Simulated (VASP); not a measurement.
# HgTe (Coloradoite) (F-43m) in VASP: a series of runs

HgTe (Coloradoite) is run at these levels: r2SCAN, RPBE+D3(BJ); tasks: single point.

Program: VASP 6.6.1. These are calculated values, not measurements. Logs are shortened: lines on timing, memory, paths and dates and some standing lists are left out, and cuts for length are marked.

**1. The cell of the first run**

Symmetry: F-43m, No. 216, cubic system. The conventional cell has a = 6.429 Å, b = 6.429 Å, c = 6.429 Å, α = 90.00°, β = 90.00°, γ = 90.00°. Within 3.7 Å of Hg (site symmetry -43m) lie 4 Te at 2.78 Å. Te (site symmetry -43m) has 4 Hg at 2.78 Å within 3.7 Å.

**2. Single point, r2SCAN**

File POSCAR:

```
HgTe
1.0
    0.0000000000      3.2145000000      3.2145000000
    3.2145000000      0.0000000000      3.2145000000
    3.2145000000      3.2145000000      0.0000000000
Hg Te
1 1
Direct
    0.0000000000      0.0000000000      0.0000000000
    0.7500000000      0.7500000000      0.7500000000
```

File INCAR.step1:

```
PREC = Accurate
ENCUT = 520
ISMEAR = -1
SIGMA = 0.05
LREAL = False
LASPH = True
NELM = 60
NBANDS = 16
GGA = PE
ALGO = Normal
EDIFF = 1E-4
LWAVE = True
LCHARG = False
```

File INCAR.step2:

```
PREC = Accurate
ENCUT = 520
EDIFF = 1E-6
ISMEAR = -1
SIGMA = 0.05
LREAL = False
LASPH = True
NELM = 60
ALGO = Normal
ISIF = 2
LWAVE = False
LCHARG = False
METAGGA = R2SCAN
LMIXTAU = True
NBANDS = 16
ISTART = 1
```

File KPOINTS:

```
Automatic mesh
0
Gamma
  7 7 7
```

Potentials or basis: VASP PAW PBE potentials, release 64 (Hg, Te).

On the command line:

```bash
$ cat potpaw_PBE.64/Hg/POTCAR potpaw_PBE.64/Te/POTCAR > POTCAR
$ cp INCAR.step1 INCAR
$ mpirun -np 1 vasp_std > vasp.out
$ cp INCAR.step2 INCAR
$ mpirun -np 1 vasp_std > vasp.out
```

OUTCAR:

```text
PREC = Accurate
   ENCUT = 520
   EDIFF = 1E-6
   ISMEAR = -1
   LREAL = False
   LASPH = True
   NELM = 60
   ISIF = 2
   METAGGA = R2SCAN
   ISTART = 1

 ion  position               nearest neighbor table
   1  0.000  0.000  0.000-   2 2.78   2 2.78   2 2.78   2 2.78
   2  0.750  0.750  0.750-   1 2.78   1 2.78   1 2.78   1 2.78

  LATTYP: Found a face centered cubic cell.
 ALAT       =     6.4290000000

  Lattice vectors:

 A1 = (   0.0000000000,   3.2145000000,   3.2145000000)
 A2 = (   3.2145000000,   0.0000000000,   3.2145000000)
 A3 = (   3.2145000000,   3.2145000000,   0.0000000000)

Analysis of symmetry for initial positions (statically):
=====================================================================
 Subroutine PRICEL returns:
 Original cell was already a primitive cell.

 Routine SETGRP: Setting up the symmetry group for a
 face centered cubic supercell.

 Subroutine GETGRP returns: Found 24 space group operations
 (whereof 24 operations were pure point group operations)
 out of a pool of 48 trial point group operations.

The static configuration has the point symmetry T_d .

Analysis of symmetry for dynamics (positions and initial velocities):
=====================================================================
 Subroutine PRICEL returns:
 Original cell was already a primitive cell.

 Routine SETGRP: Setting up the symmetry group for a
 face centered cubic supercell.

 Subroutine GETGRP returns: Found 24 space group operations
 (whereof 24 operations were pure point group operations)
 out of a pool of 48 trial point group operations.

The dynamic configuration has the point symmetry T_d .

 Subroutine INISYM returns: Found 24 space group operations
 (whereof 24 operations are pure point group operations),
 and found     1 'primitive' translations

----------------------------------------------------------------------------------------

                                     Primitive cell

  volume of cell :      66.4309

  direct lattice vectors                    reciprocal lattice vectors
     0.000000000  3.214500000  3.214500000    -0.155545186  0.155545186  0.155545186
     3.214500000  0.000000000  3.214500000     0.155545186 -0.155545186  0.155545186
     3.214500000  3.214500000  0.000000000     0.155545186  0.155545186 -0.155545186

  length of vectors
     4.545989496  4.545989496  4.545989496     0.269412165  0.269412165  0.269412165

  position of ions in fractional coordinates (direct lattice)
     0.000000000  0.000000000  0.000000000
     0.750000000  0.750000000  0.750000000

  ion indices of the primitive-cell ions
   primitive index   ion index
                 1           1
                 2           2

----------------------------------------------------------------------------------------

 KPOINTS: Automatic mesh

Automatic generation of k-mesh.
 Grid dimensions read from file:
 generate k-points for:    7    7    7

 Generating k-lattice:

  Cartesian coordinates                     Fractional coordinates (reciprocal lattice)
    -0.022220741  0.022220741  0.022220741     0.142857143  0.000000000  0.000000000
     0.022220741 -0.022220741  0.022220741     0.000000000  0.142857143  0.000000000
     0.022220741  0.022220741 -0.022220741     0.000000000  0.000000000  0.142857143

  Length of vectors
     0.038487452  0.038487452  0.038487452

  Shift w.r.t. Gamma in fractional coordinates (k-lattice)
     0.000000000  0.000000000  0.000000000

 Subroutine IBZKPT returns following result:
 ===========================================

 Found     20 irreducible k-points:

 Following reciprocal coordinates:
            Coordinates               Weight
  0.000000  0.000000  0.000000      1.000000
  0.142857  0.000000  0.000000      8.000000
  0.285714  0.000000  0.000000      8.000000
  0.428571  0.000000  0.000000      8.000000
  0.142857  0.142857  0.000000      6.000000
  0.285714  0.142857  0.000000     24.000000
[... 12 lines left out ...]
 -0.428571  0.428571  0.142857     24.000000
 -0.285714  0.428571  0.142857     24.000000
   k-points           NKPTS =     20   k-points in BZ     NKDIM =     20   number of bands    NBANDS=     16
   number of dos      NEDOS =    301   number of ions     NIONS =      2
   total plane-waves  NPLWV =  46656
   dimension x,y,z NGX =    36 NGY =   36 NGZ =   36
   dimension x,y,z NGXF=    72 NGYF=   72 NGZF=   72
   ions per type =               1   1
   NGX,Y,Z   is equivalent  to a cutoff of  13.17, 13.17, 13.17 a.u.
   NGXF,Y,Z  is equivalent  to a cutoff of  26.33, 26.33, 26.33 a.u.
 SYSTEM =  unknown system
   PREC   = accura    normal or accurate (medium, high low for compatibility)
   ISTART =      1    job   : 0-new  1-cont  2-samecut
   ICHARG =      0    charge: 1-file 2-atom 10-const
   ISPIN  =      1    spin polarized calculation?
   LNONCOLLINEAR =      F non collinear calculations
   LSORBIT =      F    spin-orbit coupling
[... 26 lines left out ...]
  Thomas-Fermi vector in A             =   2.194699
   LORBIT       =      0    0 simple, 1 ext, 2 COOP (PROOUT), +10 PAW based schemes
   METAGGA = R2SCAN    functional components
   LHFCALC =     F    Hartree Fock is set to
   AEXX    =    0.0000 exact exchange contribution
   IVDW    =     0    specifies the selected vdW correction
   LEPSILON=     F    determine dielectric tensor
   LRPA    =     F    only Hartree local field effects (RPA)
 non-spin polarized calculation
  energy-cutoff  :      520.00
  volume of cell :       66.43
 maximum number of plane-waves:      1808
 NGX is ok and might be reduce to    36
   NGX = 17   NGY = 17   NGZ = 17

 number of electron      18.0000000 magnetization

 Free energy of the ion-electron system (eV)
  ---------------------------------------------------
  ext. energy  EPLUGINS =         0.00000000
  ---------------------------------------------------
  free energy    TOTEN  =       -75.11485402 eV

  energy without entropy =      -75.11418027  energy(sigma->0) =      -75.11451714

 E-fermi :   3.0892     XC(G=0):  -9.3961

 val. band max:        3.0494648102   @ k =   0.0000   0.0000   0.0000
 cond. band min:       4.0267073347   @ k =   0.4286   0.0000   0.0000
 fundamental gap:      0.9772425244
 Fermi energy:         3.0892434371

 k-point     1 :       0.0000    0.0000    0.0000
  band No.  band energies     occupation
      1      -9.4859      2.00000
      2      -4.6965      2.00000
      3      -4.6965      2.00000
      4      -4.6965      2.00000
      5      -4.1011      2.00000
      6      -4.1011      2.00000
[... 8 lines left out ...]
     15      13.1109      0.00000
     16      13.1109      0.00000

 k-point     2 :       0.1429    0.0000    0.0000
  band No.  band energies     occupation
      1      -9.3777      2.00000
      2      -4.6663      2.00000
      3      -4.6663      2.00000
      4      -4.6529      2.00000
      5      -4.1037      2.00000
      6      -4.1037      2.00000
[... 8 lines left out ...]
     15      12.1518      0.00000
     16      12.1518      0.00000

 k-point     3 :       0.2857    0.0000    0.0000
  band No.  band energies     occupation
      1      -9.1196      2.00000
      2      -4.6044      2.00000
      3      -4.6044      2.00000
      4      -4.4464      2.00000
      5      -4.0995      2.00000
      6      -4.0995      2.00000
[... 8 lines left out ...]
     15      12.1221      0.00000
     16      12.1221      0.00000

 k-point     4 :       0.4286    0.0000    0.0000
  band No.  band energies     occupation
      1      -8.8967      2.00000
      2      -4.5639      2.00000
      3      -4.5639      2.00000
      4      -4.0824      2.00000
      5      -4.0824      2.00000
      6      -3.9536      2.00000
[... 8 lines left out ...]
     15      13.2455      0.00000
     16      13.2455      0.00000
[... 248 lines left out ...]
 k-point    18 :      -0.4286    0.2857    0.1429
  band No.  band energies     occupation
      1      -8.7573      2.00000
      2      -4.5006      2.00000
      3      -4.4689      2.00000
      4      -4.1821      2.00000
      5      -4.0886      2.00000
      6      -3.7726      2.00000
[... 8 lines left out ...]
     15      13.5032      0.00000
     16      14.1502      0.00000

 k-point    19 :      -0.4286    0.4286    0.1429
  band No.  band energies     occupation
      1      -8.6815      2.00000
      2      -4.4683      2.00000
      3      -4.3939      2.00000
      4      -4.2692      2.00000
      5      -4.0658      2.00000
      6      -3.6553      2.00000
[... 8 lines left out ...]
     15      14.3675      0.00000
     16      14.8283      0.00000

 k-point    20 :      -0.2857    0.4286    0.1429
  band No.  band energies     occupation
      1      -8.6624      2.00000
      2      -4.4622      2.00000
      3      -4.4053      2.00000
      4      -4.1769      2.00000
      5      -4.1153      2.00000
      6      -3.4891      2.00000
[... 8 lines left out ...]
     15      13.6985      0.00000
     16      15.5277      0.00000

------------------------ aborting loop because EDIFF is reached ----------------------------------------

  FORCE on cell =-STRESS in cart. coord.  units (eV):
  Direction    XX          YY          ZZ          XY          YZ          ZX
  --------------------------------------------------------------------------------------
  -------------------------------------------------------------------------------------
  Total        1.3536131      1.3536131      1.3536131      0.0000000     -0.0000000      0.0000000
  in kB       32.6463670     32.6463670     32.6463670      0.0000000     -0.0000000      0.0000000
  external PRESSURE =      32.6463670 kB  Pullay stress =       0.0000000 kB

 VOLUME and BASIS-vectors are now :
 -----------------------------------------------------------------------------
  energy-cutoff  :      520.00
  volume of cell :       66.43
      direct lattice vectors                 reciprocal lattice vectors
     0.000000000  3.214500000  3.214500000    -0.155545186  0.155545186  0.155545186
     3.214500000  0.000000000  3.214500000     0.155545186 -0.155545186  0.155545186
     3.214500000  3.214500000  0.000000000     0.155545186  0.155545186 -0.155545186

 POSITION                                       TOTAL-FORCE (eV/Angst)
 -----------------------------------------------------------------------------------
      0.00000      0.00000      0.00000        -0.000000     -0.000000     -0.000000
      4.82175      4.82175      4.82175         0.000000      0.000000      0.000000
 -----------------------------------------------------------------------------------
    total drift:                                0.000000      0.000000      0.000000

  FREE ENERGIE OF THE ION-ELECTRON SYSTEM (eV)
  ---------------------------------------------------
  free  energy   TOTEN  =       -75.1148540157 eV

  energy  without entropy=      -75.1141802682  energy(sigma->0) =      -75.11451714
```

Wall time 43 s (1 thread of Intel Xeon 6975P-C (Granite Rapids), shared host); peak memory 0.21 GiB.

What came out:

| Item | Value |
| --- | --- |
| Free energy | -75.1149 eV |
| Pressure | 3.3 GPa |
| Band gap on the k mesh | zero (filled and empty bands touch) |

Caveat: the PAW data sets were made with another functional, which shifts forces and pressure a little; spin-orbit coupling is left out, which moves the levels of the heavy elements.

**3. Single point, r2SCAN**

This run uses another cell than the first one, of 33.88 Å³/atom, 1.020 times its volume.

File POSCAR:

```
HgTe
1.0
    0.0000000000      3.2357886999      3.2357886999
    3.2357886999      0.0000000000      3.2357886999
    3.2357886999      3.2357886999      0.0000000000
Hg Te
1 1
Direct
    0.0000000000      0.0000000000      0.0000000000
    0.7500000000      0.7500000000      0.7500000000
```

File INCAR.step1:

```
ALGO     = Normal         # electronic algorithm
EDIFF    = 1E-4           # SCF threshold, eV
ENCUT    = 520            # plane-wave cutoff, eV
GGA      = PE             # functional
ISMEAR   = -1             # smearing method
LASPH    = T              # aspherical terms in the spheres
LCHARG   = F              # write CHGCAR
LREAL    = F              # projectors in reciprocal space
LWAVE    = T              # write WAVECAR
NBANDS   = 16             # bands
NELM     = 60             # most SCF steps
PREC     = Accurate       # precision mode
SIGMA    = 0.05           # smearing width, eV
```

File INCAR.step2:

```
ALGO     = Normal         # electronic algorithm
EDIFF    = 1E-6           # SCF threshold, eV
ENCUT    = 520            # plane-wave cutoff, eV
ISIF     = 2              # what is computed and relaxed
ISMEAR   = -1             # smearing method
ISTART   = 1            
LASPH    = T              # aspherical terms in the spheres
LCHARG   = F              # write CHGCAR
LMIXTAU  = T            
LREAL    = F              # projectors in reciprocal space
LWAVE    = F              # write WAVECAR
METAGGA  = R2SCAN         # meta-GGA
NBANDS   = 16             # bands
NELM     = 60             # most SCF steps
PREC     = Accurate       # precision mode
SIGMA    = 0.05           # smearing width, eV
```

File KPOINTS:

```
k-points
0
Gamma
  7 7 7
```

Potentials or basis: VASP PAW PBE potentials, release 64 (Hg, Te).

On the command line:

```bash
$ cat potpaw_PBE.64/Hg/POTCAR potpaw_PBE.64/Te/POTCAR > POTCAR
$ cp INCAR.step1 INCAR
$ mpirun -np 1 vasp_std > vasp.out
$ cp INCAR.step2 INCAR
$ mpirun -np 1 vasp_std > vasp.out
```

Run time: 44 s. Hardware: 1 thread of Intel Xeon 6975P-C (Granite Rapids), shared host; peak memory 0.21 GiB.

It converged, with:

| Property | Result |
| --- | --- |
| Free energy | -75.1378 eV |
| Pressure | 2.2 GPa |
| Band gap on the k mesh | zero (filled and empty bands touch) |

Levels at points of the mesh, in eV from the Fermi level:
```
           k point  band 7  band 8  band 9  band 10  band 11  band 12
(0.00, 0.00, 0.00)   -0.46   -0.04   -0.04    -0.04     4.53     4.53
```

Caveat: the PAW data sets were made with another functional, which shifts forces and pressure a little; spin-orbit coupling is left out, which moves the levels of the heavy elements.

**4. Single point, r2SCAN**

This run uses another cell than the first one, of 34.54 Å³/atom, 1.040 times its volume.

File POSCAR:

```
HgTe
1.0
    0.0000000000      3.2568009036      3.2568009036
    3.2568009036      0.0000000000      3.2568009036
    3.2568009036      3.2568009036      0.0000000000
Hg Te
1 1
Direct
    0.0000000000      0.0000000000      0.0000000000
    0.7500000000      0.7500000000      0.7500000000
```

File INCAR.step1:

```
  ALGO = Normal
  EDIFF = 1E-4
  ENCUT = 520
  GGA = PE
  ISMEAR = -1
  LASPH = T
  LCHARG = F
  LREAL = F
  LWAVE = T
  NBANDS = 16
  NELM = 100
  PREC = Accurate
  SIGMA = 0.05
```

File INCAR.step2:

```
  ALGO = Normal
  EDIFF = 1E-6
  ENCUT = 520
  ISIF = 2
  ISMEAR = -1
  ISTART = 1
  LASPH = T
  LCHARG = F
  LMIXTAU = T
  LREAL = F
  LWAVE = F
  METAGGA = R2SCAN
  NBANDS = 16
  NELM = 100
  PREC = Accurate
  SIGMA = 0.05
```

KPOINTS is that of step 3.

On the command line:

```bash
$ cat potpaw_PBE.64/Hg/POTCAR potpaw_PBE.64/Te/POTCAR > POTCAR
$ cp INCAR.step1 INCAR
$ mpirun -np 1 vasp_std > vasp.out
$ cp INCAR.step2 INCAR
$ mpirun -np 1 vasp_std > vasp.out
```

Run time: 42 s. Hardware: 1 thread of Intel Xeon 6975P-C (Granite Rapids), shared host; peak memory 0.21 GiB.

It converged, with:

```yaml
Free_energy: -75.1524 eV
Pressure: 1.3 GPa
Band_gap_on_the_k_mesh: zero (filled and empty bands touch)
```

Levels at points of the mesh, in eV from the Fermi level:
```csv
k point,band 6,band 7,band 8,band 9,band 10,band 11,band 12,band 13
"(0.00, 0.00, 0.00)",-7.01,-0.52,-0.04,-0.04,-0.04,4.57,4.57,4.57
```

Caveat: the PAW data sets were made with another functional, which shifts forces and pressure a little; spin-orbit coupling is left out, which moves the levels of the heavy elements.

**5. Single point, r2SCAN**

This run uses another cell than the first one, of 35.21 Å³/atom, 1.060 times its volume.

File POSCAR:

```
HgTe
1.0
    0.0000000000      3.2775454177      3.2775454177
    3.2775454177      0.0000000000      3.2775454177
    3.2775454177      3.2775454177      0.0000000000
Hg Te
1 1
Direct
    0.0000000000      0.0000000000      0.0000000000
    0.7500000000      0.7500000000      0.7500000000
```

File INCAR.step1:

```
PREC = Accurate
ENCUT = 520
ISMEAR = -1
SIGMA = 0.05
LREAL = F
LASPH = T
NELM = 80
NBANDS = 16
GGA = PE
ALGO = Normal
EDIFF = 1E-4
LWAVE = T
LCHARG = F
```

File INCAR.step2:

```
PREC = Accurate
ENCUT = 520
EDIFF = 1E-6
ISMEAR = -1
SIGMA = 0.05
LREAL = F
LASPH = T
NELM = 80
ALGO = Normal
ISIF = 2
LWAVE = F
LCHARG = F
METAGGA = R2SCAN
LMIXTAU = T
NBANDS = 16
ISTART = 1
```

File KPOINTS:

```
regular mesh
0
Gamma
  7 7 7
```

On the command line:

```bash
$ cat potpaw_PBE.64/Hg/POTCAR potpaw_PBE.64/Te/POTCAR > POTCAR
$ cp INCAR.step1 INCAR
$ mpirun -np 1 vasp_std > vasp.out
$ cp INCAR.step2 INCAR
$ mpirun -np 1 vasp_std > vasp.out
```

Run time: 41 s. Hardware: 1 thread of Intel Xeon 6975P-C (Granite Rapids), shared host; peak memory 0.22 GiB.

It converged, with:

- Free energy: -75.1596 eV
- Pressure: 0.4 GPa
- Band gap on the k mesh: zero (filled and empty bands touch)

Levels at points of the mesh, in eV from the Fermi level:
```csv
k point,band 7,band 8,band 9,band 10,band 11,band 12
"(0.00, 0.00, 0.00)",-0.57,-0.04,-0.04,-0.04,4.60,4.60
```

Caveat: the PAW data sets were made with another functional, which shifts forces and pressure a little; spin-orbit coupling is left out, which moves the levels of the heavy elements.

**6. Single point, RPBE+D3(BJ)**

This run uses another cell than the first one, of 31.29 Å³/atom, 0.942 times its volume.

File INCAR:

```
SYSTEM = HgTe
ALGO = Normal
EDIFF = 1E-6
ENCUT = 520
GGA = RP
ISIF = 2
ISMEAR = -1
IVDW = 12
LASPH = .TRUE.
LCHARG = .TRUE.
LELF = .TRUE.
LREAL = .FALSE.
LVHAR = .TRUE.
LWAVE = .FALSE.
NBANDS = 16
NELM = 100
PREC = Accurate
SIGMA = 0.05
```

File KPOINTS:

```
k-points
0
G
  7 7 7
  0 0 0
```

File POSCAR:

```
HgTe
1.0
    0.0000000000      3.1513128083      3.1513128083
    3.1513128083      0.0000000000      3.1513128083
    3.1513128083      3.1513128083      0.0000000000
Hg Te
1 1
Direct
    0.0000000000      0.0000000000      0.0000000000
    0.7500000000      0.7500000000      0.7500000000
```

Potentials or basis: VASP PAW PBE potentials, release 64 (Hg, Te).

On the command line:

```bash
$ cat potpaw_PBE.64/Hg/POTCAR potpaw_PBE.64/Te/POTCAR > POTCAR
$ mpirun -np 1 vasp_std > vasp.out
```

Wall time 13 s (1 thread of Intel Xeon Platinum 8559C (Emerald Rapids), shared host); peak memory 0.21 GiB.

It converged, with:

| Item | Value |
| --- | --- |
| Free energy | -6.0369 eV |
| Pressure | 0.1 GPa |
| Band gap on the k mesh | zero (filled and empty bands touch) |
| Dispersion energy per atom | -1.727 eV |

Levels at points of the mesh, in eV from the Fermi level:
```tsv
k point	band 6	band 7	band 8	band 9	band 10	band 11	band 12	band 13
(0.00, 0.00, 0.00)	-7.26	-0.47	-0.04	-0.04	-0.04	4.08	4.08	4.08
```

Caveat: the PAW data sets were made with another functional, which shifts forces and pressure a little; spin-orbit coupling is left out, which moves the levels of the heavy elements; pairwise dispersion overbinds metals, which lowers pressure and volume.

**7. The runs side by side**

```csv
level,cell,gap on the mesh (eV),pressure (GPa)
r2SCAN,"a = 4.546 Å, angles 60.0°, 2 atoms",none,3.3
r2SCAN,"a = 4.576 Å, angles 60.0°, 2 atoms",none,2.2
r2SCAN,"a = 4.606 Å, angles 60.0°, 2 atoms",none,1.3
r2SCAN,"a = 4.635 Å, angles 60.0°, 2 atoms",none,0.4
RPBE+D3(BJ),"a = 4.457 Å, angles 60.0°, 2 atoms",none,0.1
```

Alike in all rows: task single point; potentials or basis VASP PAW PBE potentials, release 64 (Hg, Te); no spin polarisation; k mesh 7 × 7 × 7; cutoff (eV) 520; smearing fermi-dirac 0.05 eV.

Caveats: the PAW data sets were made with another functional, which shifts forces and pressure a little; spin-orbit coupling is left out, which moves the levels of the heavy elements; pairwise dispersion overbinds metals, which lowers pressure and volume (some runs).

Absolute energies hang on the potentials; compare differences alone.
